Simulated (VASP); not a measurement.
# Mo: single point with PBE

Crystal: Mo.

```
CELL_PARAMETERS angstrom
-1.57100 1.57100 1.49245
1.57100 -1.57100 1.49245
1.57100 1.57100 -1.49245
ATOMIC_POSITIONS crystal
Mo 0.00000 0.00000 0.00000
```

This cell differs from its parent crystal: strain -0.0500 x Voigt [0, 0, 1, 0, 0, 0].

```yaml
Program: VASP 6.6.1
Task: single point
Functional: PBE
Potentials_or_basis: VASP PAW PBE potentials, release 64 (Mo_sv)
Cutoff: 520 eV
k_mesh: 22 × 22 × 22
Occupations: gaussian, width 0.15 eV
Spin: no spin polarisation
Dipole_correction: no
Further_INCAR_settings: ALGO = Fast; EDIFF = 1e-06; NBANDS = 13
```

The pressure is 21.8 GPa. The band gap on the k mesh is zero (band 7 reaches 17.84 eV, above the bottom of band 8 at 12.17 eV).

Stress tensor (GPa, compression positive):
```
15.74  0.00  0.00
 0.00 15.74  0.00
 0.00  0.00 33.89
```

Levels at points of the mesh, in eV from the Fermi level:
| k point | band 5 | band 6 | band 7 | band 8 | band 9 | band 10 |
| --- | --- | --- | --- | --- | --- | --- |
| (0.00, 0.00, 0.00) | -7.43 | -1.90 | -1.25 | -1.25 | 1.30 | 2.16 |
| (0.50, 0.00, 0.00) | -5.73 | -3.91 | 1.87 | 2.03 | 2.88 | 5.18 |
| (0.50, 0.50, 0.00) | -5.63 | -3.23 | 1.26 | 1.57 | 2.24 | 5.07 |
| (0.50, 0.50, 0.50) | -5.99 | -5.85 | 4.26 | 4.26 | 4.46 | 9.09 |

It took 86 s on 1 thread of Intel Xeon 6975P-C, on a shared host, peak memory 0.25 GiB.

Caveat: the cell differs from its parent crystal (strain -0.0500 x Voigt [0, 0, 1, 0, 0, 0]).
